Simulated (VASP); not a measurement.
Here is a VASP 6.6.1 calculation.

Contents of INCAR:

```
ALGO = Normal
EDIFF = 1E-6
EDIFFG = -0.01
ENCUT = 600
GGA = RP
IBRION = 2
ISIF = 3
ISMEAR = -1
IVDW = 12
LASPH = True
LCHARG = False
LREAL = False
LWAVE = False
NELM = 80
NSW = 60
PREC = Accurate
SIGMA = 0.05
```

Contents of KPOINTS:

```
k-points
0
Gamma
  10 10 3
```

Contents of POSCAR:

```
WS2
1.0
    3.1800000000      0.0000000000      0.0000000000
   -1.5900000000      2.7539607840      0.0000000000
    0.0000000000      0.0000000000     12.5000000000
W S
2 4
Direct
    0.6666666667      0.3333333333      0.7500000000
    0.3333333333      0.6666666667      0.2500000000
    0.6666666667      0.3333333333      0.3750000000
    0.3333333333      0.6666666667      0.8750000000
    0.6666666667      0.3333333333      0.1250000000
    0.3333333333      0.6666666667      0.6250000000
```

Potentials or basis: VASP PAW PBE potentials, release 64 (W_sv, S).

The run is started by

```console
$ cat potpaw_PBE.64/W_sv/POTCAR potpaw_PBE.64/S/POTCAR > POTCAR
$ mpirun -np 1 vasp_std > vasp.out
```

Question: What does it give for the band gap on the k mesh?

Answer: 0.36 eV (least direct gap 1.71 eV).

Question: Predict the relaxed cell.

Answer: a = 3.005 Å, b = 3.005 Å, c = 11.222 Å, α = 90.00°, β = 90.00°, γ = 120.00°.

Forces in eV/Å, atoms in the order of the input:
```
W    0.000  0.000  0.000
W    0.000  0.000  0.000
S    0.000  0.000 -0.006
S    0.000  0.000 -0.006
S    0.000  0.000  0.006
S    0.000  0.000  0.006
```

Caveat: the PAW data sets were made with another functional, which shifts forces and pressure a little; spin-orbit coupling is left out, which moves the levels of the heavy elements. A k mesh can miss the band edges.
